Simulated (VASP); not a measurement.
# Hg2P (Fm-3m) in VASP: notebook

The runs below take Hg2P through single point, relaxation of cell and atoms, with PBE.

All numbers are computed with VASP 6.6.1; they aren't measurements. Logs are shortened: lines on timing, memory, paths and dates and some standing lists are left out, and cuts for length are marked.

### Step 1. The cell of the first run

The structure is cubic, space group Fm-3m (No. 225). Conventional cell: a = 6.624 Å, b = 6.624 Å, c = 6.624 Å, α = 90.00°, β = 90.00°, γ = 90.00°. Within 3.8 Å of Hg (site symmetry -43m) lie 4 P at 2.87 Å and 6 Hg at 3.31 Å. P (site symmetry m-3m) has 8 Hg at 2.87 Å within 3.8 Å.

### Step 2. Single point, PBE

INCAR reads:

```
PREC = Accurate
ENCUT = 520
EDIFF = 1E-6
ISMEAR = 0
SIGMA = 0.1
LREAL = F
LASPH = T
NELM = 100
ALGO = Normal
ISIF = 2
LWAVE = F
LCHARG = F
GGA = PE
NBANDS = 22
```

KPOINTS reads:

```
regular mesh
0
Gamma
  12 12 12
```

POSCAR reads:

```
Hg2P
1.0
    0.0000000000      3.3118679810      3.3118679810
    3.3118679810      0.0000000000      3.3118679810
    3.3118679810      3.3118679810      0.0000000000
Hg P
2 1
Direct
    0.2500000000      0.2500000000      0.2500000000
    0.7500000000      0.7500000000      0.7500000000
    0.0000000000      0.0000000000      0.0000000000
```

Potentials or basis: VASP PAW PBE potentials, release 64 (Hg, P).

Launch:

```bash
> cat potpaw_PBE.64/Hg/POTCAR potpaw_PBE.64/P/POTCAR > POTCAR
> mpirun -np 1 vasp_std > vasp.out
```

OUTCAR:

```text
PREC = Accurate
   ENCUT = 520
   EDIFF = 1E-6
   ISMEAR = 0
   LREAL = F
   LASPH = T
   NELM = 100
   ISIF = 2
   GGA = PE

 ion  position               nearest neighbor table
   1  0.250  0.250  0.250-   3 2.87   3 2.87   3 2.87   3 2.87   2 3.31   2 3.31   2 3.31   2 3.31
                             2 3.31   2 3.31
   2  0.750  0.750  0.750-   3 2.87   3 2.87   3 2.87   3 2.87   1 3.31   1 3.31   1 3.31   1 3.31
                             1 3.31   1 3.31
   3  0.000  0.000  0.000-   1 2.87   2 2.87   2 2.87   2 2.87   2 2.87   1 2.87   1 2.87   1 2.87

  LATTYP: Found a face centered cubic cell.
 ALAT       =     6.6237359620

  Lattice vectors:

 A1 = (   0.0000000000,   3.3118679810,   3.3118679810)
 A2 = (   3.3118679810,   0.0000000000,   3.3118679810)
 A3 = (   3.3118679810,   3.3118679810,   0.0000000000)

Analysis of symmetry for initial positions (statically):
=====================================================================
 Subroutine PRICEL returns:
 Original cell was already a primitive cell.

 Routine SETGRP: Setting up the symmetry group for a
 face centered cubic supercell.

 Subroutine GETGRP returns: Found 48 space group operations
 (whereof 48 operations were pure point group operations)
 out of a pool of 48 trial point group operations.

The static configuration has the point symmetry O_h .

Analysis of symmetry for dynamics (positions and initial velocities):
=====================================================================
 Subroutine PRICEL returns:
 Original cell was already a primitive cell.

 Routine SETGRP: Setting up the symmetry group for a
 face centered cubic supercell.

 Subroutine GETGRP returns: Found 48 space group operations
 (whereof 48 operations were pure point group operations)
 out of a pool of 48 trial point group operations.

The dynamic configuration has the point symmetry O_h .

 Subroutine INISYM returns: Found 48 space group operations
 (whereof 48 operations are pure point group operations),
 and found     1 'primitive' translations

----------------------------------------------------------------------------------------

                                     Primitive cell

  volume of cell :      72.6522

  direct lattice vectors                    reciprocal lattice vectors
     0.000000000  3.311867981  3.311867981    -0.150972201  0.150972201  0.150972201
     3.311867981  0.000000000  3.311867981     0.150972201 -0.150972201  0.150972201
     3.311867981  3.311867981  0.000000000     0.150972201  0.150972201 -0.150972201

[... 85 lines left out ...]
   EDIFF  = 0.1E-05   stopping-criterion for ELM
   LREAL  =      F    real-space projection
   EDIFFG = 0.1E-04   stopping-criterion for IOM
   NSW    =      0    number of steps for IOM
   IBRION =     -1    ionic relax: 0-MD 1-quasi-New 2-CG
   NFREE  =      0    steps in history (QN), initial steepest desc. (CG)
   ISIF   =      2    stress and relaxation
   ISYM   =      2    0-nonsym 1-usesym 2-fastsym
   POTIM  = 0.5000    time-step for ionic-motion
   TEBEG  =    0.0;   TEEND  =   0.0 temperature during run
   PSTRESS=    0.0 pullay stress
   NELECT =      29.0000    total number of electrons
   NUPDOWN=      -1.0000    fix difference up-down
   EMIN   =  10.00;   EMAX   =-10.00  energy-range for DOS
   EFERMI =   0.00;   METHOD = LEGACY
   ISMEAR =     0;   SIGMA  =   0.10  broadening in eV -4-tet -1-fermi 0-gaus
   EFERMI_NEDOS =   21; number of points for ismear=-14 and -15
   IALGO  =     38    algorithm
   IMIX   =      4    mixing-type and parameters
     AMIX     =   0.40;   BMIX     =  1.00
     AMIX_MAG =   1.60;   BMIX_MAG =  1.00
  volume/ion in A,a.u.               =      24.22       163.43
  Fermi-wavevector in a.u.,A,eV,Ry     =   1.205381  2.277841 19.768507  1.452944
  Thomas-Fermi vector in A             =   2.341079
   LORBIT       =      0    0 simple, 1 ext, 2 COOP (PROOUT), +10 PAW based schemes
   GGA     = PE    functional components
   LHFCALC =     F    Hartree Fock is set to
   AEXX    =    0.0000 exact exchange contribution
   IVDW    =     0    specifies the selected vdW correction
   LEPSILON=     F    determine dielectric tensor
   LRPA    =     F    only Hartree local field effects (RPA)
 non-spin polarized calculation
 Gauss-broadening in eV      SIGMA  =   0.10
  energy-cutoff  :      520.00
  volume of cell :       72.65
 maximum number of plane-waves:      1980
   NGX = 17   NGY = 17   NGZ = 17

 number of electron      28.9999998 magnetization

 Free energy of the ion-electron system (eV)
  ---------------------------------------------------
  ext. energy  EPLUGINS =         0.00000000
  ---------------------------------------------------
  free energy    TOTEN  =        -4.62763730 eV

  energy without entropy =       -4.61753486  energy(sigma->0) =       -4.62258608

 E-fermi :   2.9922     XC(G=0): -10.0099

 val. band max:        2.9918284281   @ k =  -0.2500   0.1667   0.0000
 cond. band min:       3.0250394746   @ k =   0.3333   0.1667   0.0000
 fundamental gap:      0.0332110464
 Fermi energy:         2.9922275491

 k-point     1 :       0.0000    0.0000    0.0000
  band No.  band energies     occupation
      1      -8.4166      2.00000
      2      -4.5217      2.00000
      3      -4.5217      2.00000
      4      -4.5217      2.00000
      5      -4.4099      2.00000
      6      -4.4099      2.00000
[... 589 lines left out ...]
     21      10.3444      0.00000
     22      12.4339      0.00000

 [... further k-points ...]

------------------------ aborting loop because EDIFF is reached ----------------------------------------

  FORCE on cell =-STRESS in cart. coord.  units (eV):
  Direction    XX          YY          ZZ          XY          YZ          ZX
  --------------------------------------------------------------------------------------
  -------------------------------------------------------------------------------------
  Total        0.0897939      0.0897939      0.0897939      0.0000000      0.0000000     -0.0000000
  in kB        1.9801972      1.9801972      1.9801972      0.0000000      0.0000000     -0.0000000
  external PRESSURE =       1.9801972 kB  Pullay stress =       0.0000000 kB

 VOLUME and BASIS-vectors are now :
 -----------------------------------------------------------------------------
  energy-cutoff  :      520.00
  volume of cell :       72.65
      direct lattice vectors                 reciprocal lattice vectors
     0.000000000  3.311867981  3.311867981    -0.150972201  0.150972201  0.150972201
     3.311867981  0.000000000  3.311867981     0.150972201 -0.150972201  0.150972201
     3.311867981  3.311867981  0.000000000     0.150972201  0.150972201 -0.150972201

 POSITION                                       TOTAL-FORCE (eV/Angst)
 -----------------------------------------------------------------------------------
      1.65593      1.65593      1.65593         0.000000      0.000000      0.000000
      4.96780      4.96780      4.96780        -0.000000     -0.000000     -0.000000
      0.00000      0.00000      0.00000        -0.000000     -0.000000      0.000000
 -----------------------------------------------------------------------------------
    total drift:                                0.000000      0.000000      0.000000

  FREE ENERGIE OF THE ION-ELECTRON SYSTEM (eV)
  ---------------------------------------------------
  free  energy   TOTEN  =        -4.6276372962 eV

  energy  without entropy=       -4.6175348590  energy(sigma->0) =       -4.62258608
```

OSZICAR:

```text
N       E                     dE             d eps       ncg     rms          rms(c)
DAV:   1     0.198727278613E+03    0.19873E+03   -0.13728E+04  3168   0.119E+03
DAV:   2     0.186874343514E+01   -0.19686E+03   -0.18689E+03  3534   0.304E+02
DAV:   3    -0.503497823014E+01   -0.69037E+01   -0.68493E+01  3820   0.572E+01
DAV:   4    -0.507442224854E+01   -0.39444E-01   -0.39398E-01  3468   0.418E+00
DAV:   5    -0.507478551924E+01   -0.36327E-03   -0.36326E-03  3856   0.412E-01    0.736E+00
DAV:   6    -0.462775435134E+01    0.44703E+00   -0.11645E+00  4126   0.992E+00    0.590E+00
DAV:   7    -0.463079078508E+01   -0.30364E-02   -0.13889E-01  3612   0.207E+00    0.305E+00
DAV:   8    -0.462792684485E+01    0.28639E-02   -0.10255E-02  3566   0.899E-01    0.175E-01
DAV:   9    -0.462754549066E+01    0.38135E-03   -0.20446E-03  3784   0.424E-01    0.737E-02
DAV:  10    -0.462760782090E+01   -0.62330E-04   -0.21118E-04  3510   0.865E-02    0.487E-02
DAV:  11    -0.462763685834E+01   -0.29037E-04   -0.51024E-05  3552   0.508E-02    0.391E-03
DAV:  12    -0.462763729622E+01   -0.43788E-06   -0.33489E-06  3594   0.130E-02
   1 F= -.46276373E+01 E0= -.46225861E+01  d E =-.101024E-01
```

Wall time 36 s (1 thread of Intel Xeon 6975P-C (Granite Rapids), shared host); peak memory 0.26 GiB.

Results:

```yaml
Free_energy: -4.6276 eV
Pressure: 0.2 GPa
```

Levels at points of the mesh, in eV from the Fermi level:
| k point | band 11 | band 12 | band 13 | band 14 | band 15 | band 16 | band 17 | band 18 | band 19 | band 20 |
| --- | --- | --- | --- | --- | --- | --- | --- | --- | --- | --- |
| (0.00, 0.00, 0.00) | -5.81 | -2.73 | -0.13 | -0.13 | -0.13 | 1.37 | 2.40 | 2.40 | 2.40 | 8.16 |
| (0.50, 0.00, 0.00) | -6.16 | -6.07 | -2.27 | -0.91 | -0.91 | 3.47 | 3.65 | 3.65 | 5.28 | 8.08 |
| (0.50, 0.50, 0.00) | -5.83 | -4.69 | -2.64 | -2.64 | -1.60 | 1.22 | 3.86 | 6.77 | 6.77 | 8.27 |

Caveat: spin-orbit coupling is left out, which moves the levels of the heavy elements.

### Step 3. Relaxation of cell and atoms, PBE

This run uses another cell than the first one, of 23.71 Å³/atom, 0.979 times its volume.

INCAR reads:

```
SYSTEM = Hg2P
PREC = Accurate
ENCUT = 600
EDIFF = 1E-6
ISMEAR = 0
SIGMA = 0.1
LREAL = .False.
LASPH = .True.
NELM = 100
ALGO = Normal
ISIF = 3
LWAVE = .False.
LCHARG = .False.
GGA = PE
IBRION = 2
NSW = 100
EDIFFG = -0.01
```

KPOINTS reads:

```
Automatic mesh
0
Gamma
  12 12 12
  0 0 0
```

POSCAR reads:

```
Hg2P
1.0
    0.0000000000      3.2887835300      3.2887835300
    3.2887835300      0.0000000000      3.2887835300
    3.2887835300      3.2887835300      0.0000000000
Hg P
2 1
Direct
    0.2500000000      0.2500000000      0.2500000000
    0.7500000000      0.7500000000      0.7500000000
    0.0000000000      0.0000000000      0.0000000000
```

Potentials or basis: VASP PAW PBE potentials, release 64 (Hg, P).

Launch:

```bash
> cat potpaw_PBE.64/Hg/POTCAR potpaw_PBE.64/P/POTCAR > POTCAR
> mpirun -np 1 vasp_std > vasp.out
```

Run time: 1.9 min. Hardware: 1 thread of Intel Xeon 6975P-C (Granite Rapids), shared host; peak memory 0.3 GiB.

It converged, with:

```yaml
Free_energy: -4.6278 eV
Relaxed_volume: 24.33 Å³/atom
Relaxed_cell: a = 4.691 Å, b = 4.691 Å, c = 4.691 Å, α = 60.00°, β = 60.00°, γ = 60.00°
Space_group_after_relaxing_to_0.05_Å: Fm-3m (No. 225)
Energy_gained_by_relaxing: 2.6 meV/atom
Ionic_steps: 3
Pressure_after_relaxing: 0.0 GPa
```

Step by step:
```
step  energy change (eV)  largest force (eV/Å)  pressure (GPa)  volume (Å³)
   1              0.0000                0.0000            1.37        71.14
   2             -0.0076                0.0000           -0.17        73.26
   3             -0.0077                0.0000            0.00        73.00
```

Final structure:
```yaml
crystal:
  lattice:
    - [0.00000, 3.31709, 3.31709]
    - [3.31709, 0.00000, 3.31709]
    - [3.31709, 3.31709, 0.00000]
  atoms:
    - { symbol: Hg, position: [0.25000, 0.25000, 0.25000] }
    - { symbol: Hg, position: [0.75000, 0.75000, 0.75000] }
    - { symbol: P, position: [0.00000, 0.00000, 0.00000] }
```

Levels at points of the mesh, in eV from the Fermi level:
```
           k point  band 11  band 12  band 13  band 14  band 15  band 16  band 17  band 18
(0.00, 0.00, 0.00)    -5.80    -2.74    -0.13    -0.13    -0.13     1.35     2.41     2.41
(0.50, 0.00, 0.00)    -6.15    -6.04    -2.27    -0.91    -0.91     3.45     3.65     3.65
(0.50, 0.50, 0.00)    -5.82    -4.68    -2.62    -2.62    -1.60     1.22     3.84     6.75
```

Caveat: spin-orbit coupling is left out, which moves the levels of the heavy elements.

### Step 4. Single point, PBE

This run uses another cell than the first one: it holds 6 atoms, not 3.

INCAR reads:

```
PREC = Accurate ; ENCUT = 520
EDIFF = 1E-7 ; ISMEAR = 0
SIGMA = 0.2 ; LREAL = False
LASPH = True ; NELM = 100
ALGO = Normal ; ISIF = 2
LWAVE = False ; LCHARG = False
GGA = PE ; NBANDS = 38
```

KPOINTS reads:

```
regular mesh
0
Gamma
  6 6 6
```

POSCAR reads:

```
Hg2P
1.0
   -3.3118679810      0.0000000000     -3.3118679810
   -3.3118679810     -3.3118679810      0.0000000000
   -6.6237359619      3.3118679810      3.3118679810
Hg P
4 2
Direct
    0.6250000000      0.6250000000      0.1250000000
    0.1250000000      0.1250000000      0.6250000000
    0.8750000000      0.8750000000      0.3750000000
    0.3750000000      0.3750000000      0.8750000000
    1.0000000000      1.0000000000      0.0000000000
    0.5000000000      0.5000000000      0.5000000000
```

Launch:

```bash
> cat potpaw_PBE.64/Hg/POTCAR potpaw_PBE.64/P/POTCAR > POTCAR
> mpirun -np 1 vasp_std > vasp.out
```

Run time: 80 s. Hardware: 1 thread of Intel Xeon 6975P-C (Granite Rapids), shared host; peak memory 0.33 GiB.

The run converged, but its numbers aren't listed here, since they failed a check.

Caveat: the result breaks the symmetry of the cell; spin-orbit coupling is left out, which moves the levels of the heavy elements.
